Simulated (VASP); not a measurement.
Here is a VASP 6.6.1 calculation.

INCAR

```
SYSTEM = MgCd3Se3
PREC = Accurate
ENCUT = 600
EDIFF = 1E-7
ISMEAR = 0
SIGMA = 0.2
LREAL = .False.
LASPH = .True.
NELM = 100
ALGO = Normal
ISIF = 3
LWAVE = .False.
LCHARG = .False.
GGA = PE
IBRION = 2
NSW = 36
EDIFFG = -0.08
```

The input KPOINTS:

```
regular mesh
0
Gamma
  3 3 3
  0 0 0
```

Contents of POSCAR:

```
MgCd3Se3
1.0
    6.2581512300      0.0000000000      0.0000000000
   -3.1290756100      5.4197179400      0.0000000000
    0.0000000000      0.0000000000      5.5489912800
Mg Cd Se
1 3 3
Direct
    0.0000000000      0.0000000000      0.5000000000
    0.0000000000      0.0000000000      0.0000000000
    0.6666666700      0.3333333300      0.0000000000
    0.3333333300      0.6666666700      0.5000000000
    0.4890511200      0.5109488800      0.0000000000
    0.4890511200      0.9781022300      0.0000000000
    0.0218977700      0.5109488800      0.0000000000
```

Potentials or basis: VASP PAW PBE potentials, release 64 (Mg, Cd, Se).

Command:

```bash
$ cat potpaw_PBE.64/Mg/POTCAR potpaw_PBE.64/Cd/POTCAR potpaw_PBE.64/Se/POTCAR > POTCAR
$ mpirun -np 1 vasp_std > vasp.out
```

What does it give for the relaxed volume?

35.13 Å³/atom.

What does it give for the relaxed cell?

a = 7.394 Å, b = 7.394 Å, c = 5.194 Å, α = 90.00°, β = 90.00°, γ = 120.00°.

Predict the space group after relaxing (to 0.05 Å).

P-6m2 (No. 187).

Predict the band gap on the k mesh.

zero (band 28 reaches 0.50 eV, above the bottom of band 29 at 0.02 eV).

Stress tensor (GPa, compression positive):
```
-0.13  0.00  0.00
 0.00 -0.13  0.00
 0.00  0.00  0.01
```

Caveat: the k points lie up to 0.40 Å⁻¹ apart in the final cell; the volume moved by over 15 % at a fixed basis, so the end points are rough.
